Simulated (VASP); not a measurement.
# BeS2 (P-1) in VASP: notebook

BeS2 is run at these levels: PBE; tasks: single point, relaxation of cell and atoms.

Program: VASP 6.6.1. These are calculated values, not measurements. Logs are shortened: lines on timing, memory, paths and dates and some standing lists are left out, and cuts for length are marked.

## 1. The cell of the first run

The typed cell holds 6 atoms: a = 4.596 Å, b = 5.509 Å, c = 6.584 Å, α = 90.58°, β = 90.00°, γ = 110.36°.

## 2. Single point, PBE

Contents of INCAR:

```
PREC = Accurate
ENCUT = 520
EDIFF = 1E-6
ISMEAR = 0
SIGMA = 0.02
LREAL = False
LASPH = True
NELM = 80
ALGO = Normal
ISIF = 2
LWAVE = False
LCHARG = False
GGA = PE
NBANDS = 23
```

Contents of KPOINTS:

```
Automatic mesh
0
Gamma
  6 6 4
```

Contents of POSCAR:

```
BeS2
1.0
    4.5960102917     -0.0014722603      0.0000128940
   -1.9150736571      5.1651394422      0.0044269686
    0.0000147396     -0.0766801597      6.5838495206
Be S
2 4
Direct
    0.7502512702      0.0004921002      0.5712181841
    0.2497487298      0.9995078998      0.4287818159
    0.3155017250      0.8324139930      0.7012121440
    0.8142857743      0.8296048638      0.2973402189
    0.1857142257      0.1703951362      0.7026597811
    0.6844982750      0.1675860070      0.2987878560
```

Potentials or basis: VASP PAW PBE potentials, release 64 (Be, S).

On the command line:

```bash
> cat potpaw_PBE.64/Be/POTCAR potpaw_PBE.64/S/POTCAR > POTCAR
> mpirun -np 1 vasp_std > vasp.out
```

OUTCAR:

```text
PREC = Accurate
   ENCUT = 520
   EDIFF = 1E-6
   ISMEAR = 0
   LREAL = False
   LASPH = True
   NELM = 80
   ISIF = 2
   GGA = PE

 ion  position               nearest neighbor table
   1  0.750  0.000  0.571-   5 2.08   3 2.08   4 2.09   6 2.09
   2  0.250  1.000  0.429-   4 2.08   6 2.08   5 2.09   3 2.09
   3  0.316  0.832  0.701-   1 2.08   2 2.09   5 2.14
   4  0.814  0.830  0.297-   2 2.08   1 2.09   6 2.14
   5  0.186  0.170  0.703-   1 2.08   2 2.09   3 2.14
   6  0.684  0.168  0.299-   2 2.08   1 2.09   4 2.14

  LATTYP: Found a triclinic cell.
 ALAT       =     5.5087378017
 B/A-ratio  =     1.0561680031
 C/A-ratio  =     1.1952458582
 COS(alpha) =     0.0095717792
 COS(beta)  =     0.0101167276
 COS(gamma) =     0.6719636354

  Lattice vectors:

 A1 = (  -1.9150736571,   5.1651394422,   0.0044269686)
 A2 = (   2.6809366346,   5.1636671819,   0.0044398626)
 A3 = (  -0.0000147396,   0.0766801597,  -6.5838495206)

Analysis of symmetry for initial positions (statically):
=====================================================================
 Subroutine PRICEL returns:
 Original cell was already a primitive cell.

 Routine SETGRP: Setting up the symmetry group for a
 triclinic supercell.

 Subroutine GETGRP returns: Found  2 space group operations
 (whereof  2 operations were pure point group operations)
 out of a pool of  2 trial point group operations.

The static configuration has the point symmetry S_2 .

Analysis of symmetry for dynamics (positions and initial velocities):
=====================================================================
 Subroutine PRICEL returns:
 Original cell was already a primitive cell.

 Routine SETGRP: Setting up the symmetry group for a
 triclinic supercell.

 Subroutine GETGRP returns: Found  2 space group operations
 (whereof  2 operations were pure point group operations)
 out of a pool of  2 trial point group operations.

The dynamic configuration has the point symmetry S_2 .

 Subroutine INISYM returns: Found  2 space group operations
 (whereof  2 operations are pure point group operations),
 and found     1 'primitive' translations

----------------------------------------------------------------------------------------

                                     Primitive cell

  volume of cell :     156.2772

  direct lattice vectors                    reciprocal lattice vectors
     4.596010292 -0.001472260  0.000012894     0.217605860  0.080680705  0.000939177
    -1.915073657  5.165139442  0.004426969     0.000062019  0.193626677  0.002255113
     0.000014740 -0.076680160  6.583849521    -0.000000468 -0.000130352  0.151885307

  length of vectors
     4.596010528  5.508737802  6.584296041     0.232083107  0.193639819  0.151885363

  position of ions in fractional coordinates (direct lattice)
     0.750251270  0.000492100  0.571218184
     0.249748730  0.999507900  0.428781816
     0.315501725  0.832413993  0.701212144
     0.814285774  0.829604864  0.297340219
     0.185714226  0.170395136  0.702659781
     0.684498275  0.167586007  0.298787856

  ion indices of the primitive-cell ions
   primitive index   ion index
                 1           1
                 2           2
                 3           3
                 4           4
                 5           5
                 6           6

----------------------------------------------------------------------------------------

 KPOINTS: Automatic mesh

Automatic generation of k-mesh.
 Grid dimensions read from file:
 generate k-points for:    6    6    4

 Generating k-lattice:

  Cartesian coordinates                     Fractional coordinates (reciprocal lattice)
     0.036267643  0.013446784  0.000156530     0.166666667  0.000000000  0.000000000
     0.000010336  0.032271113  0.000375852     0.000000000  0.166666667  0.000000000
    -0.000000117 -0.000032588  0.037971327     0.000000000  0.000000000  0.250000000

  Length of vectors
     0.038680518  0.032273303  0.037971341

  Shift w.r.t. Gamma in fractional coordinates (k-lattice)
     0.000000000  0.000000000  0.000000000

 Subroutine IBZKPT returns following result:
 ===========================================

 Found     76 irreducible k-points:

 Following reciprocal coordinates:
            Coordinates               Weight
  0.000000  0.000000  0.000000      1.000000
  0.166667  0.000000 -0.000000      2.000000
  0.333333  0.000000  0.000000      2.000000
  0.500000  0.000000  0.000000      1.000000
 -0.000000  0.166667  0.000000      2.000000
  0.166667  0.166667  0.000000      2.000000
[... 16 lines left out ...]
  0.333333  0.000000  0.250000      2.000000
  0.500000  0.000000  0.250000      2.000000
 [... further k-points ...]
   k-points           NKPTS =     76   k-points in BZ     NKDIM =     76   number of bands    NBANDS=     23
   number of dos      NEDOS =    301   number of ions     NIONS =      6
   total plane-waves  NPLWV =  75600
   dimension x,y,z NGX =    36 NGY =   42 NGZ =   50
   dimension x,y,z NGXF=    72 NGYF=   84 NGZF=  100
   ions per type =               2   4
   NGX,Y,Z   is equivalent  to a cutoff of  13.02, 12.68, 12.62 a.u.
   NGXF,Y,Z  is equivalent  to a cutoff of  26.04, 25.35, 25.25 a.u.
 SYSTEM =  unknown system
   PREC   = accura    normal or accurate (medium, high low for compatibility)
   ISTART =      0    job   : 0-new  1-cont  2-samecut
   ICHARG =      2    charge: 1-file 2-atom 10-const
   ISPIN  =      1    spin polarized calculation?
   LNONCOLLINEAR =      F non collinear calculations
   LSORBIT =      F    spin-orbit coupling
   LASPH  =      T    aspherical Exc in radial PAW
   ENCUT  =  520.0 eV  38.22 Ry    6.18 a.u.   8.55 10.24 12.24*2*pi/ulx,y,z
   NELM   =     80;   NELMIN=  2; NELMDL= -5     # of ELM steps
   EDIFF  = 0.1E-05   stopping-criterion for ELM
   LREAL  =      F    real-space projection
   EDIFFG = 0.1E-04   stopping-criterion for IOM
   NSW    =      0    number of steps for IOM
   IBRION =     -1    ionic relax: 0-MD 1-quasi-New 2-CG
   NFREE  =      0    steps in history (QN), initial steepest desc. (CG)
   ISIF   =      2    stress and relaxation
   ISYM   =      2    0-nonsym 1-usesym 2-fastsym
   POTIM  = 0.5000    time-step for ionic-motion
   TEBEG  =    0.0;   TEEND  =   0.0 temperature during run
   PSTRESS=    0.0 pullay stress
   NELECT =      28.0000    total number of electrons
   NUPDOWN=      -1.0000    fix difference up-down
   EMIN   =  10.00;   EMAX   =-10.00  energy-range for DOS
   EFERMI =   0.00;   METHOD = LEGACY
   ISMEAR =     0;   SIGMA  =   0.02  broadening in eV -4-tet -1-fermi 0-gaus
   EFERMI_NEDOS =   21; number of points for ismear=-14 and -15
   IALGO  =     38    algorithm
   IMIX   =      4    mixing-type and parameters
     AMIX     =   0.40;   BMIX     =  1.00
     AMIX_MAG =   1.60;   BMIX_MAG =  1.00
  volume/ion in A,a.u.               =      26.05       175.77
  Fermi-wavevector in a.u.,A,eV,Ry     =   0.922916  1.744059 11.589093  0.851774
  Thomas-Fermi vector in A             =   2.048496
   LORBIT       =      0    0 simple, 1 ext, 2 COOP (PROOUT), +10 PAW based schemes
   GGA     = PE    functional components
   LHFCALC =     F    Hartree Fock is set to
   AEXX    =    0.0000 exact exchange contribution
   IVDW    =     0    specifies the selected vdW correction
   LEPSILON=     F    determine dielectric tensor
   LRPA    =     F    only Hartree local field effects (RPA)
 non-spin polarized calculation
 Gauss-broadening in eV      SIGMA  =   0.02
  energy-cutoff  :      520.00
  volume of cell :      156.28
 maximum number of plane-waves:      4236
 NGX is ok and might be reduce to    36
   NGX = 17   NGY = 21   NGZ = 25

 number of electron      28.0000002 magnetization

 Free energy of the ion-electron system (eV)
  ---------------------------------------------------
  ext. energy  EPLUGINS =         0.00000000
  ---------------------------------------------------
  free energy    TOTEN  =       -26.72776142 eV

  energy without entropy =      -26.72776142  energy(sigma->0) =      -26.72776142

 E-fermi :   0.1323     XC(G=0):  -7.1729

 val. band max:        0.0013459081   @ k =   0.3333   0.5000   0.5000
 cond. band min:       2.2611401011   @ k =   0.0000   0.5000   0.0000
 fundamental gap:      2.2597941930
 Fermi energy:         0.1323067284

 k-point     1 :       0.0000    0.0000    0.0000
  band No.  band energies     occupation
      1     -14.4263      2.00000
      2     -13.6045      2.00000
      3      -9.9671      2.00000
      4      -9.9473      2.00000
      5      -4.6739      2.00000
      6      -4.2748      2.00000
[... 15 lines left out ...]
     22       7.3388      0.00000
     23       7.5753      0.00000

 k-point     2 :       0.1667    0.0000   -0.0000
  band No.  band energies     occupation
      1     -14.3606      2.00000
      2     -13.6397      2.00000
      3      -9.9928      2.00000
      4      -9.9839      2.00000
      5      -4.6179      2.00000
      6      -4.3036      2.00000
[... 15 lines left out ...]
     22       7.4671      0.00000
     23       7.5788      0.00000

 k-point     3 :       0.3333    0.0000    0.0000
  band No.  band energies     occupation
      1     -14.1841      2.00000
      2     -13.7569      2.00000
      3     -10.0660      2.00000
      4     -10.0306      2.00000
      5      -4.5791      2.00000
      6      -4.3368      2.00000
[... 15 lines left out ...]
     22       7.6493      0.00000
     23       7.8761      0.00000
[... 495 lines left out ...]
 k-point    23 :       0.3333    0.0000    0.2500
  band No.  band energies     occupation
      1     -14.1761      2.00000
      2     -13.7646      2.00000
      3     -10.0710      2.00000
      4     -10.0317      2.00000
      5      -4.5895      2.00000
      6      -4.4300      2.00000
[... 15 lines left out ...]
     22       7.5456      0.00000
     23       7.9965      0.00000

 k-point    24 :       0.5000    0.0000    0.2500
  band No.  band energies     occupation
      1     -13.9552      2.00000
      2     -13.9548      2.00000
      3     -10.0822      2.00000
      4     -10.0813      2.00000
      5      -4.5714      2.00000
      6      -4.5684      2.00000
[... 15 lines left out ...]
     22       7.5195      0.00000
     23       7.9407      0.00000

 [... further k-points ...]

------------------------ aborting loop because EDIFF is reached ----------------------------------------

  FORCE on cell =-STRESS in cart. coord.  units (eV):
  Direction    XX          YY          ZZ          XY          YZ          ZX
  --------------------------------------------------------------------------------------
  -------------------------------------------------------------------------------------
  Total       -0.1632383     -0.2772698     -0.0008405      0.1744113      0.0020985     -0.0000437
  in kB       -1.6735431     -2.8426110     -0.0086171      1.7880908      0.0215143     -0.0004483
  external PRESSURE =      -1.5082570 kB  Pullay stress =       0.0000000 kB

 VOLUME and BASIS-vectors are now :
 -----------------------------------------------------------------------------
  energy-cutoff  :      520.00
  volume of cell :      156.28
      direct lattice vectors                 reciprocal lattice vectors
     4.596010292 -0.001472260  0.000012894     0.217605860  0.080680705  0.000939177
    -1.915073657  5.165139442  0.004426969     0.000062019  0.193626677  0.002255113
     0.000014740 -0.076680160  6.583849521    -0.000000468 -0.000130352  0.151885307

 POSITION                                       TOTAL-FORCE (eV/Angst)
 -----------------------------------------------------------------------------------
      3.44723     -0.04236      3.76083        -0.000939      0.000601     -0.004274
     -0.76628      5.12935      2.82746         0.000939     -0.000601      0.004274
     -0.14407      4.24530      4.62036        -0.051577      0.077276      0.005827
      2.15372      4.26103      1.96133        -0.051447      0.076595     -0.005641
      0.52724      0.82596      4.62696         0.051447     -0.076595      0.005641
      2.82503      0.84169      1.96793         0.051577     -0.077276     -0.005827
 -----------------------------------------------------------------------------------
    total drift:                               -0.000000     -0.000000     -0.000000

  FREE ENERGIE OF THE ION-ELECTRON SYSTEM (eV)
  ---------------------------------------------------
  free  energy   TOTEN  =       -26.7277614200 eV

  energy  without entropy=      -26.7277614200  energy(sigma->0) =      -26.72776142
```

Run time: 3.5 min. Hardware: 1 thread of Intel Xeon Platinum 8488C (Sapphire Rapids), shared host; peak memory 0.39 GiB.

Results:

* Free energy: -26.7278 eV
* Pressure: -0.2 GPa
* Largest force: 0.093 eV/Å
* Band gap on the k mesh: 2.26 eV (least direct gap 2.52 eV)

Forces on the atoms (eV/Å):
```
Be  -0.001  0.001 -0.004
Be   0.001 -0.001  0.004
S   -0.052  0.077  0.006
S   -0.051  0.077 -0.006
S    0.051 -0.077  0.006
S    0.052 -0.077 -0.006
```

Stress tensor (GPa, compression positive):
```
-0.17  0.18  0.00
 0.18 -0.28  0.00
 0.00  0.00  0.00
```

A k mesh can miss the band edges.

## 3. Single point, PBE

This run uses another cell than the first one, of 25.53 Å³/atom.

Contents of INCAR:

```
SYSTEM = BeS2
PREC     = Accurate       ! precision mode
ENCUT    = 520            ! plane-wave cutoff, eV
EDIFF    = 1E-7           ! SCF threshold, eV
ISMEAR   = 0              ! smearing method
SIGMA    = 0.1            ! smearing width, eV
LREAL    = .False.        ! projectors in reciprocal space
LASPH    = .True.         ! aspherical terms in the spheres
NELM     = 100            ! most SCF steps
ALGO     = Normal         ! electronic algorithm
ISIF     = 2              ! what is computed and relaxed
LWAVE    = .False.        ! write WAVECAR
LCHARG   = .False.        ! write CHGCAR
GGA      = PE             ! functional
NBANDS   = 23             ! bands
```

Contents of KPOINTS:

```
Automatic mesh
0
Gamma
  6 6 6
  0 0 0
```

Contents of POSCAR:

```
BeS2
1.0
   -3.2487457105      3.2494544325     -0.1699566515
    4.5640444374      4.5618211978     -0.0242778283
    1.5202138929     -1.4550177765     -5.0886094392
Be S
2 4
Direct
    1.0002646830      0.1771582128      1.0006093044
    0.4997274329      0.3228419230     -0.0005986505
    0.5656247286      0.0449991627      0.8324939302
    1.0642911799      0.4568895237      0.8293690377
    0.4357136763      0.0431065062      0.1706258507
   -0.0656217007      0.4550046716      0.1675005275
```

Potentials or basis: VASP PAW PBE potentials, release 64 (Be, S).

On the command line:

```bash
> cat potpaw_PBE.64/Be/POTCAR potpaw_PBE.64/S/POTCAR > POTCAR
> mpirun -np 1 vasp_std > vasp.out
```

Wall time 5.7 min (1 thread of Intel Xeon Platinum 8488C (Sapphire Rapids), shared host); peak memory 0.46 GiB.

The run converged. Its results:

| Property | Result |
| --- | --- |
| Free energy | -26.7271 eV |
| Pressure | -0.2 GPa |
| Largest force | 0.100 eV/Å |
| Band gap on the k mesh | 2.25 eV (least direct gap 2.52 eV) |

Forces on the atoms (eV/Å):
```
Be   0.006  0.008  0.001
Be  -0.007 -0.007  0.000
S    0.039 -0.045 -0.080
S    0.044 -0.040 -0.081
S   -0.044  0.040  0.081
S   -0.039  0.044  0.080
```

Stress tensor (GPa, compression positive):
```
-0.09  0.12  0.15
 0.12 -0.09 -0.14
 0.15 -0.14 -0.30
```

Levels at points of the mesh, in eV from the valence-band top:
```tsv
k point	band 12	band 13	band 14	band 15	band 16	band 17
(0.00, 0.00, 0.00)	-1.31	-0.75	-0.33	3.01	3.99	5.02
(0.50, 0.00, 0.00)	-0.58	-0.21	-0.20	3.93	3.94	6.42
(0.00, 0.50, 0.00)	-1.23	-0.63	-0.34	3.17	4.00	5.03
(0.50, 0.50, 0.00)	-0.61	-0.28	-0.27	3.89	3.90	5.90
(0.00, 0.00, 0.50)	-1.02	-0.78	-0.34	2.25	2.72	5.71
(0.50, 0.00, 0.50)	-0.62	-0.15	-0.14	2.65	2.65	5.33
(0.00, 0.50, 0.50)	-0.87	-0.72	-0.37	2.34	2.76	5.86
(0.50, 0.50, 0.50)	-0.77	-0.14	-0.14	2.63	2.64	5.98
```

A k mesh can miss the band edges.

(Part 1 of 2 ends here.)
